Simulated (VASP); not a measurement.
# TaRu (P4/mmm) in VASP: notebook, part 2 of 2

VASP 6.6.1.

## (4) Single point, LDA (equal xx and yy strain of +1 %)

File INCAR:

```
PREC = Accurate ; ENCUT = 520
EDIFF = 1E-6 ; ISMEAR = -1
SIGMA = 0.05 ; LREAL = False
LASPH = True ; NELM = 80
ALGO = Normal ; ISIF = 2
LWAVE = False ; LCHARG = False
GGA = CA ; NBANDS = 20
```

File KPOINTS:

```
Automatic mesh
0
Gamma
  11 11 10
```

File POSCAR:

```
TaRu
1.0
    3.0835300000      0.0000000000      0.0000000000
    0.0000000000      3.0835300000      0.0000000000
    0.0000000000      0.0000000000      3.3890000000
Ta Ru
1 1
Direct
    0.5000000000      0.5000000000      0.5000000000
    0.0000000000      0.0000000000      0.0000000000
```

On the command line:

```bash
> cat potpaw_LDA.64/Ta_pv/POTCAR potpaw_LDA.64/Ru_pv/POTCAR > POTCAR
> mpirun -np 1 vasp_std > vasp.out
```

Wall time 34 s (1 thread of Intel Xeon Platinum 8375C at 2.90GHz (Ice Lake), shared host); peak memory 0.19 GiB.

It converged, with:

```yaml
Free_energy: -23.9862 eV
Pressure: -14.4 GPa
```

Stress tensor (GPa, compression positive):
```
-15.18   0.00   0.00
  0.00 -15.18   0.00
  0.00   0.00 -12.77
```

Levels at points of the mesh, in eV from the Fermi level:
| k point | band 9 | band 10 | band 11 | band 12 | band 13 | band 14 | band 15 | band 16 |
| --- | --- | --- | --- | --- | --- | --- | --- | --- |
| (0.00, 0.00, 0.00) | -5.53 | -2.32 | -2.32 | -1.56 | 0.46 | 1.66 | 4.14 | 4.26 |
| (0.00, 0.00, 0.50) | -3.80 | -2.45 | -1.82 | -1.82 | -0.86 | 0.10 | 0.68 | 0.68 |

Caveat: the cell differs from its parent crystal (equal xx and yy strain of +1 %); spin-orbit coupling is left out, which moves the levels of the heavy elements.

## (5) Single point, LDA (equal xx and yy strain of +2 %)

File INCAR:

```
SYSTEM = TaRu
PREC = Accurate ; ENCUT = 520
EDIFF = 1E-7 ; ISMEAR = -1
SIGMA = 0.05 ; LREAL = .False.
LASPH = .True. ; NELM = 60
ALGO = Normal ; ISIF = 2
LWAVE = .False. ; LCHARG = .True.
LELF = .True. ; LVHAR = .True.
NBANDS = 20
```

File KPOINTS:

```
regular mesh
0
Gamma
  11 11 10
  0 0 0
```

File POSCAR:

```
TaRu
1.0
    3.1140600000      0.0000000000      0.0000000000
    0.0000000000      3.1140600000      0.0000000000
    0.0000000000      0.0000000000      3.3890000000
Ta Ru
1 1
Direct
    0.5000000000      0.5000000000      0.5000000000
    0.0000000000      0.0000000000      0.0000000000
```

Potentials or basis: VASP PAW LDA potentials, release 64 (Ta_pv, Ru_pv).

On the command line:

```bash
> cat potpaw_LDA.64/Ta_pv/POTCAR potpaw_LDA.64/Ru_pv/POTCAR > POTCAR
> mpirun -np 1 vasp_std > vasp.out
```

OUTCAR:

```text
SYSTEM = TaRu
   PREC = Accurate
   ENCUT = 520
   EDIFF = 1E-7
   ISMEAR = -1
   LREAL = .False.
   LASPH = .True.
   NELM = 60
   ISIF = 2

 ion  position               nearest neighbor table
   1  0.500  0.500  0.500-   2 2.78   2 2.78   2 2.78   2 2.78   2 2.78   2 2.78   2 2.78   2 2.78

   2  0.000  0.000  0.000-   1 2.78   1 2.78   1 2.78   1 2.78   1 2.78   1 2.78   1 2.78   1 2.78

  LATTYP: Found a simple tetragonal cell.
 ALAT       =     3.1140600000
 C/A-ratio  =     1.0882898852

  Lattice vectors:

 A1 = (   3.1140600000,   0.0000000000,   0.0000000000)
 A2 = (   0.0000000000,   3.1140600000,   0.0000000000)
 A3 = (   0.0000000000,   0.0000000000,   3.3890000000)

Analysis of symmetry for initial positions (statically):
=====================================================================
 Subroutine PRICEL returns:
 Original cell was already a primitive cell.

 Routine SETGRP: Setting up the symmetry group for a
 simple tetragonal supercell.

 Subroutine GETGRP returns: Found 16 space group operations
 (whereof 16 operations were pure point group operations)
 out of a pool of 16 trial point group operations.

The static configuration has the point symmetry D_4h.

[... 157 lines left out ...]

  energy without entropy =      -23.89544542  energy(sigma->0) =      -23.90590824

 E-fermi :   8.7807     XC(G=0): -13.2681

 val. band max:        8.7708253369   @ k =   0.3636   0.0000   0.0000
 cond. band min:       8.7827245114   @ k =   0.4545   0.1818   0.4000
 fundamental gap:      0.0118991746
 Fermi energy:         8.7807102503

 k-point     1 :       0.0000    0.0000    0.0000
  band No.  band energies     occupation
      1     -33.9642      2.00000
      2     -33.9533      2.00000
      3     -33.9533      2.00000
      4     -26.0174      2.00000
      5     -25.9166      2.00000
      6     -25.9166      2.00000
[... 541 lines left out ...]
     19      17.6255      0.00000
     20      18.9506      0.00000

 [... further k-points ...]

------------------------ aborting loop because EDIFF is reached ----------------------------------------

  FORCE on cell =-STRESS in cart. coord.  units (eV):
  Direction    XX          YY          ZZ          XY          YZ          ZX
  --------------------------------------------------------------------------------------
  -------------------------------------------------------------------------------------
  Total       -4.0696927     -4.0696927     -3.3069785      0.0000000      0.0000000     -0.0000000
  in kB     -198.4022878   -198.4022878   -161.2190760      0.0000000      0.0000000     -0.0000000
  external PRESSURE =    -186.0078839 kB  Pullay stress =       0.0000000 kB

 VOLUME and BASIS-vectors are now :
 -----------------------------------------------------------------------------
  energy-cutoff  :      520.00
  volume of cell :       32.86
      direct lattice vectors                 reciprocal lattice vectors
     3.114060000  0.000000000  0.000000000     0.321124192  0.000000000  0.000000000
     0.000000000  3.114060000  0.000000000     0.000000000  0.321124192  0.000000000
     0.000000000  0.000000000  3.389000000     0.000000000  0.000000000  0.295072293

 POSITION                                       TOTAL-FORCE (eV/Angst)
 -----------------------------------------------------------------------------------
      1.55703      1.55703      1.69450         0.000000      0.000000      0.000000
      0.00000      0.00000      0.00000         0.000000      0.000000      0.000000
 -----------------------------------------------------------------------------------
    total drift:                                0.000000      0.000000     -0.000000

  FREE ENERGIE OF THE ION-ELECTRON SYSTEM (eV)
  ---------------------------------------------------
  free  energy   TOTEN  =       -23.9163710586 eV

  energy  without entropy=      -23.8954454199  energy(sigma->0) =      -23.90590824
```

stdout:

```text
POSCAR found type information on POSCAR TaRu
 POSCAR found :  2 types and       2 ions
 scaLAPACK will be used
 LDA part: xc-table for (Slater(with rela. corr.)+CA(PZ))
 , standard interpolation
 POSCAR, INCAR and KPOINTS ok, starting setup
 FFT: planning ... GRIDC
 FFT: planning ... GRID_SOFT
 FFT: planning ... GRID
 WAVECAR not read
 entering main loop
```

Wall time 36 s (1 thread of Intel Xeon Platinum 8375C at 2.90GHz (Ice Lake), shared host); peak memory 0.19 GiB.

Results:

- Free energy: -23.9164 eV
- Pressure: -18.6 GPa

Levels at points of the mesh, in eV from the Fermi level:
```
           k point  band 10  band 11  band 12  band 13  band 14  band 15
(0.00, 0.00, 0.00)    -2.29    -2.29    -1.62     0.50     1.56     4.00
(0.00, 0.00, 0.50)    -2.37    -1.84    -1.84    -0.92     0.13     0.59
```

Caveat: the cell differs from its parent crystal (equal xx and yy strain of +2 %); spin-orbit coupling is left out, which moves the levels of the heavy elements.

## (6) Overview

```csv
cell,gap on the mesh (eV),pressure (GPa)
"a = 2.992, b = 2.992, c = 3.389 Å, 2 atoms",none,1.4
"a = 3.022, b = 3.022, c = 3.389 Å, 2 atoms",none,-4.3
"a = 3.084, b = 3.084, c = 3.389 Å, 2 atoms",none,-14.4
"a = 3.114, b = 3.114, c = 3.389 Å, 2 atoms",none,-18.6
```

Alike in all rows: task single point; level LDA; potentials or basis VASP PAW LDA potentials, release 64 (Ta_pv, Ru_pv); no spin polarisation; k mesh 11 × 11 × 10; cutoff (eV) 520; smearing fermi-dirac 0.05 eV.

Caveats: spin-orbit coupling is left out, which moves the levels of the heavy elements.

Absolute energies hang on the potentials; compare differences alone.
